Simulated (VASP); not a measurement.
# Sb (Cmmm) in VASP: single point with PBE

Aim: the single point of Sb with PBE.

All numbers are computed with VASP 6.6.1; they aren't measurements. Logs are shortened: lines on timing, memory, paths and dates and some standing lists are left out, and cuts for length are marked.

### 1 The cell of the first run

The structure is orthorhombic, space group Cmmm (No. 65). The conventional cell has a = 5.977 Å, b = 12.748 Å, c = 4.248 Å, α = 90.00°, β = 90.00°, γ = 90.00°. Within 3.3 Å of Sb (site symmetry m) lie 4 Sb at 2.53 to 2.80 Å. Sb (site symmetry 2/m) has 6 Sb at 2.78 to 2.99 Å within 3.7 Å.

The cell was generated, and may not be a known phase.

### 2 Single point, PBE

Input file INCAR:

```
ALGO = Normal ; EDIFF = 1E-6
ENCUT = 500 ; GGA = PE
GGA_COMPAT = F ; ISIF = 2
ISMEAR = 0 ; LASPH = T
LCHARG = F ; LREAL = F
LWAVE = F ; NBANDS = 54
NELM = 120 ; PREC = Accurate
SIGMA = 0.1
```

Input file KPOINTS:

```
k-points
0
Gamma
  4 4 4
```

Input file POSCAR:

```
Sb
1.0
    2.9885618200     -6.3739824600      0.0000000000
    2.9885618200      6.3739824600      0.0000000000
    0.0000000000      0.0000000000      4.2477171800
Sb
6
Direct
    0.1019200500      0.3216338200      0.5000000000
    0.8980799500      0.6783661800      0.5000000000
    0.3216338200      0.1019200500      0.5000000000
    0.6783661800      0.8980799500      0.5000000000
    0.0000000000      0.5000000000      0.0000000000
    0.5000000000      0.0000000000      0.0000000000
```

Potentials or basis: VASP PAW PBE potentials, release 64 (Sb_d_GW).

Command:

```bash
cat potpaw_PBE.64/Sb_d_GW/POTCAR > POTCAR
mpirun -np 1 vasp_std > vasp.out
```

OUTCAR:

```text
EDIFF = 1E-6
   ENCUT = 500
   GGA = PE
   ISIF = 2
   ISMEAR = 0
   LASPH = T
   LREAL = F
   NELM = 120
   PREC = Accurate

 ion  position               nearest neighbor table
   1  0.102  0.322  0.500-   4 2.53   5 2.78   5 2.78   3 2.80
   2  0.898  0.678  0.500-   3 2.53   5 2.78   5 2.78   4 2.80
   3  0.322  0.102  0.500-   2 2.53   6 2.78   6 2.78   1 2.80
   4  0.678  0.898  0.500-   1 2.53   6 2.78   6 2.78   2 2.80
   5  0.000  0.500  0.000-   1 2.78   2 2.78   1 2.78   2 2.78   6 2.99   6 2.99
   6  0.500  0.000  0.000-   3 2.78   4 2.78   3 2.78   4 2.78   5 2.99   5 2.99

  LATTYP: Found a base centered orthorhombic cell.
 ALAT       =     5.9771236400
 B/A-ratio  =     2.1327925751
 C/A-ratio  =     0.7106624249

  Lattice vectors:

 A1 = (   2.9885618200,  -6.3739824600,   0.0000000000)
 A2 = (   2.9885618200,   6.3739824600,   0.0000000000)
 A3 = (   0.0000000000,   0.0000000000,   4.2477171800)

Analysis of symmetry for initial positions (statically):
=====================================================================
 Subroutine PRICEL returns:
 Original cell was already a primitive cell.

 Routine SETGRP: Setting up the symmetry group for a
 base centered orthorhombic supercell.

 Subroutine GETGRP returns: Found  8 space group operations
 (whereof  8 operations were pure point group operations)
 out of a pool of  8 trial point group operations.

The static configuration has the point symmetry D_2h.

Analysis of symmetry for dynamics (positions and initial velocities):
=====================================================================
 Subroutine PRICEL returns:
 Original cell was already a primitive cell.

 Routine SETGRP: Setting up the symmetry group for a
 base centered orthorhombic supercell.

 Subroutine GETGRP returns: Found  8 space group operations
 (whereof  8 operations were pure point group operations)
 out of a pool of  8 trial point group operations.

The dynamic configuration has the point symmetry D_2h.

 Subroutine INISYM returns: Found  8 space group operations
 (whereof  8 operations are pure point group operations),
 and found     1 'primitive' translations

----------------------------------------------------------------------------------------

                                     Primitive cell

  volume of cell :     161.8299

  direct lattice vectors                    reciprocal lattice vectors
     2.988561820 -6.373982460  0.000000000     0.167304553 -0.078443893  0.000000000
     2.988561820  6.373982460  0.000000000     0.167304553  0.078443893  0.000000000
     0.000000000  0.000000000  4.247717180     0.000000000  0.000000000  0.235420570

  length of vectors
     7.039826287  7.039826287  4.247717180     0.184781649  0.184781649  0.235420570

  position of ions in fractional coordinates (direct lattice)
     0.101920050  0.321633820  0.500000000
     0.898079950  0.678366180  0.500000000
     0.321633820  0.101920050  0.500000000
     0.678366180  0.898079950  0.500000000
     0.000000000  0.500000000  0.000000000
     0.500000000  0.000000000  0.000000000

  ion indices of the primitive-cell ions
   primitive index   ion index
                 1           1
                 2           2
                 3           3
                 4           4
                 5           5
                 6           6

----------------------------------------------------------------------------------------

 KPOINTS: k-points

Automatic generation of k-mesh.
 Grid dimensions read from file:
 generate k-points for:    4    4    4

 Generating k-lattice:

  Cartesian coordinates                     Fractional coordinates (reciprocal lattice)
     0.041826138 -0.019610973  0.000000000     0.250000000  0.000000000  0.000000000
     0.041826138  0.019610973  0.000000000     0.000000000  0.250000000  0.000000000
     0.000000000  0.000000000  0.058855143     0.000000000  0.000000000  0.250000000

  Length of vectors
     0.046195412  0.046195412  0.058855143

  Shift w.r.t. Gamma in fractional coordinates (k-lattice)
     0.000000000  0.000000000  0.000000000

 Subroutine IBZKPT returns following result:
 ===========================================

 Found     21 irreducible k-points:

 Following reciprocal coordinates:
            Coordinates               Weight
  0.000000  0.000000  0.000000      1.000000
  0.250000  0.000000  0.000000      4.000000
  0.500000  0.000000  0.000000      2.000000
  0.250000  0.250000  0.000000      2.000000
  0.500000  0.250000  0.000000      4.000000
 -0.250000  0.250000  0.000000      2.000000
[... 13 lines left out ...]
 -0.250000  0.250000  0.500000      2.000000
  0.500000  0.500000  0.500000      1.000000
   k-points           NKPTS =     21   k-points in BZ     NKDIM =     21   number of bands    NBANDS=     54
   number of dos      NEDOS =    301   number of ions     NIONS =      6
   total plane-waves  NPLWV =  93312
   dimension x,y,z NGX =    54 NGY =   54 NGZ =   32
   dimension x,y,z NGXF=   108 NGYF=  108 NGZF=   64
   ions per type =               6
   NGX,Y,Z   is equivalent  to a cutoff of  12.75, 12.75, 12.52 a.u.
   NGXF,Y,Z  is equivalent  to a cutoff of  25.50, 25.50, 25.05 a.u.
 SYSTEM =  unknown system
   PREC   = accura    normal or accurate (medium, high low for compatibility)
   ISTART =      0    job   : 0-new  1-cont  2-samecut
   ICHARG =      2    charge: 1-file 2-atom 10-const
   ISPIN  =      1    spin polarized calculation?
   LNONCOLLINEAR =      F non collinear calculations
   LSORBIT =      F    spin-orbit coupling
   LASPH  =      T    aspherical Exc in radial PAW
   ENCUT  =  500.0 eV  36.75 Ry    6.06 a.u.  12.84 12.84  7.74*2*pi/ulx,y,z
   NELM   =    120;   NELMIN=  2; NELMDL= -5     # of ELM steps
   EDIFF  = 0.1E-05   stopping-criterion for ELM
   LREAL  =      F    real-space projection
[... 7 lines left out ...]
   TEBEG  =    0.0;   TEEND  =   0.0 temperature during run
   PSTRESS=    0.0 pullay stress
   NELECT =      90.0000    total number of electrons
   NUPDOWN=      -1.0000    fix difference up-down
   EMIN   =  10.00;   EMAX   =-10.00  energy-range for DOS
   EFERMI =   0.00;   METHOD = LEGACY
   ISMEAR =     0;   SIGMA  =   0.10  broadening in eV -4-tet -1-fermi 0-gaus
   EFERMI_NEDOS =   21; number of points for ismear=-14 and -15
   IALGO  =     38    algorithm
   IMIX   =      4    mixing-type and parameters
     AMIX     =   0.40;   BMIX     =  1.00
     AMIX_MAG =   1.60;   BMIX_MAG =  1.00
  volume/ion in A,a.u.               =      26.97       182.01
  Fermi-wavevector in a.u.,A,eV,Ry     =   1.346282  2.544104 24.660230  1.812476
  Thomas-Fermi vector in A             =   2.474127
   LORBIT       =      0    0 simple, 1 ext, 2 COOP (PROOUT), +10 PAW based schemes
   GGA     = PE    functional components
   LHFCALC =     F    Hartree Fock is set to
   AEXX    =    0.0000 exact exchange contribution
   IVDW    =     0    specifies the selected vdW correction
   LEPSILON=     F    determine dielectric tensor
   LRPA    =     F    only Hartree local field effects (RPA)
 non-spin polarized calculation
 Gauss-broadening in eV      SIGMA  =   0.10
  energy-cutoff  :      500.00
  volume of cell :      161.83
 maximum number of plane-waves:      4140
 NGX is ok and might be reduce to    54
   NGX = 25   NGY = 25   NGZ = 15

 number of electron      89.9999987 magnetization

 Free energy of the ion-electron system (eV)
  ---------------------------------------------------
  ext. energy  EPLUGINS =         0.00000000
  ---------------------------------------------------
  free energy    TOTEN  =       -20.71352221 eV

  energy without entropy =      -20.70243230  energy(sigma->0) =      -20.70797725

 E-fermi :   6.6332     XC(G=0): -10.2589

 val. band max:        6.6317748070   @ k =   0.5000   0.5000   0.0000
 cond. band min:       6.6636657810   @ k =   0.5000   0.0000   0.2500
 fundamental gap:      0.0318909740
 Fermi energy:         6.6332263281

 k-point     1 :       0.0000    0.0000    0.0000
  band No.  band energies     occupation
      1     -23.3118      2.00000
      2     -23.2492      2.00000
      3     -23.2459      2.00000
      4     -23.2014      2.00000
      5     -23.1343      2.00000
      6     -23.1127      2.00000
[... 46 lines left out ...]
     53      11.0160      0.00000
     54      11.1026      0.00000

 k-point     2 :       0.2500    0.0000    0.0000
  band No.  band energies     occupation
      1     -23.2907      2.00000
      2     -23.2494      2.00000
      3     -23.2469      2.00000
      4     -23.1988      2.00000
      5     -23.1236      2.00000
      6     -23.1041      2.00000
[... 46 lines left out ...]
     53      10.6449      0.00000
     54      11.7587      0.00000

 k-point     3 :       0.5000    0.0000    0.0000
  band No.  band energies     occupation
      1     -23.2635      2.00000
      2     -23.2498      2.00000
      3     -23.2476      2.00000
      4     -23.2010      2.00000
      5     -23.1197      2.00000
      6     -23.1086      2.00000
[... 46 lines left out ...]
     53       9.9415      0.00000
     54       9.9597      0.00000
[... 913 lines left out ...]
 k-point    20 :      -0.2500    0.2500    0.5000
  band No.  band energies     occupation
      1     -23.3068      2.00000
      2     -23.2329      2.00000
      3     -23.1976      2.00000
      4     -23.1440      2.00000
      5     -23.1153      2.00000
      6     -23.1028      2.00000
[... 46 lines left out ...]
     53      11.7802      0.00000
     54      11.9435      0.00000

 k-point    21 :       0.5000    0.5000    0.5000
  band No.  band energies     occupation
      1     -23.3169      2.00000
      2     -23.2040      2.00000
      3     -23.1901      2.00000
      4     -23.1435      2.00000
      5     -23.1283      2.00000
      6     -23.1112      2.00000
[... 46 lines left out ...]
     53      12.1633      0.00000
     54      12.6268      0.00000

------------------------ aborting loop because EDIFF is reached ----------------------------------------

  FORCE on cell =-STRESS in cart. coord.  units (eV):
  Direction    XX          YY          ZZ          XY          YZ          ZX
  --------------------------------------------------------------------------------------
  -------------------------------------------------------------------------------------
  Total       24.2588283     25.3811054     21.0773341      0.0000000      0.0000000      0.0000000
  in kB      240.1716305    251.2826008    208.6736270      0.0000000      0.0000000      0.0000000
  external PRESSURE =     233.3759528 kB  Pullay stress =       0.0000000 kB

 VOLUME and BASIS-vectors are now :
 -----------------------------------------------------------------------------
  energy-cutoff  :      500.00
  volume of cell :      161.83
      direct lattice vectors                 reciprocal lattice vectors
     2.988561820 -6.373982460  0.000000000     0.167304553 -0.078443893  0.000000000
     2.988561820  6.373982460  0.000000000     0.167304553  0.078443893  0.000000000
     0.000000000  0.000000000  4.247717180     0.000000000  0.000000000  0.235420570

 POSITION                                       TOTAL-FORCE (eV/Angst)
 -----------------------------------------------------------------------------------
      1.26582      1.40045      2.12386         3.354906     -1.030934      0.000000
      4.71131     -1.40045      2.12386        -3.354906      1.030934     -0.000000
      1.26582     -1.40045      2.12386         3.354906      1.030934      0.000000
      4.71131      1.40045      2.12386        -3.354906     -1.030934     -0.000000
      1.49428      3.18699      0.00000        -0.000000      0.000000      0.000000
      1.49428     -3.18699      0.00000        -0.000000     -0.000000      0.000000
 -----------------------------------------------------------------------------------
    total drift:                                0.000000      0.000000      0.000000

  FREE ENERGIE OF THE ION-ELECTRON SYSTEM (eV)
  ---------------------------------------------------
  free  energy   TOTEN  =       -20.7135222068 eV

  energy  without entropy=      -20.7024323028  energy(sigma->0) =      -20.70797725
```

Wall time 5.8 min (1 thread of Intel Xeon Platinum 8259CL at 2.50GHz (Skylake/Cascade Lake), shared host); peak memory 0.36 GiB.

Results:

| Quantity | Value |
| --- | --- |
| Free energy | -20.7135 eV |
| Pressure | 23.3 GPa |
| Largest force | 3.510 eV/Å |
| Band gap on the k mesh | zero (bands 45 and 46 overlap by 0.98 eV) |

Forces on the atoms (eV/Å):
```
Sb   3.355 -1.031  0.000
Sb  -3.355  1.031  0.000
Sb   3.355  1.031  0.000
Sb  -3.355 -1.031  0.000
Sb   0.000  0.000  0.000
Sb   0.000  0.000  0.000
```

Stress tensor (GPa, compression positive):
```
24.02  0.00  0.00
 0.00 25.13  0.00
 0.00  0.00 20.87
```

Caveat: the k points lie up to 0.37 Å⁻¹ apart, too coarse for converged energies and pressures of a metal; spin-orbit coupling is left out, which moves the levels of the heavy elements; forces of over 1 eV/Å act on the atoms, so gaps and moduli don't describe the material at rest.

The gap in the log of VASP goes by the Fermi energy; the results here count the filled bands.